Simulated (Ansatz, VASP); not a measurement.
Sn: VASP beside Ansatz

File INCAR:

```
PREC = Accurate ; ENCUT = 520
EDIFF = 1E-6 ; ISMEAR = 0
SIGMA = 0.15 ; LREAL = F
LASPH = T ; NELM = 80
ALGO = Fast ; ISIF = 2
LWAVE = F ; LCHARG = T
GGA = CA ; LELF = T
LVHAR = T ; NBANDS = 13
```

File KPOINTS:

```
Automatic mesh
0
Gamma
  22 22 22
```

File POSCAR:

```
Sn
1.0
   -1.6247354043      1.6708536980      2.6405568838
    1.6247354043     -1.6708536980      2.6405568838
    1.6247354043      1.6708536980     -2.6405568838
Sn
1
Direct
    0.0000000000      0.0000000000      0.0000000000
```

Input for Ansatz:

```yaml
crystal:
  lattice:
    - [-1.6247354043, 1.670853698, 2.6405568838]
    - [1.6247354043, -1.670853698, 2.6405568838]
    - [1.6247354043, 1.670853698, -2.6405568838]
  atoms:
    - { symbol: Sn, position: [0.0, 0.0, 0.0] }
basis:
  ecutwfc: 420
kpoints:
  mp_grid: { grid: [22, 22, 22] }
hamiltonian:
  xc: lda
scf:
  occupations: { method: gaussian, width: 0.15 }
output:
  forces: true
  stress: true
  eigenvalues: true
```

Alike in both runs: task single point; functional LDA; k mesh 22 × 22 × 22; occupations gaussian, width 0.15 eV; no spin polarisation.

|  | VASP | Ansatz |
| --- | --- | --- |
| version | VASP 6.6.1 | Ansatz 0.2.0 |
| potentials or method | VASP PAW LDA potentials, release 64 (Sn_d), cutoff 520 eV | scalar-relativistic, plane waves, PAW |
| valence electrons in the cell | 14 | 14 |

|  | VASP | Ansatz | Ansatz less VASP |
| --- | --- | --- | --- |
| gap on the k mesh at the Fermi level (eV) | none | none | - |
| pressure (GPa) | -4.7 | -4.7 | -0.03 |
| traceless stress, the component that is largest in VASP (GPa) | 0.60 | 0.60 | +0.001 |

LDA's correlation is that of Perdew and Zunger in VASP and of Perdew and Wang (1992) in Ansatz. A gap of «none» marks a metal or a gap that the smearing closes.
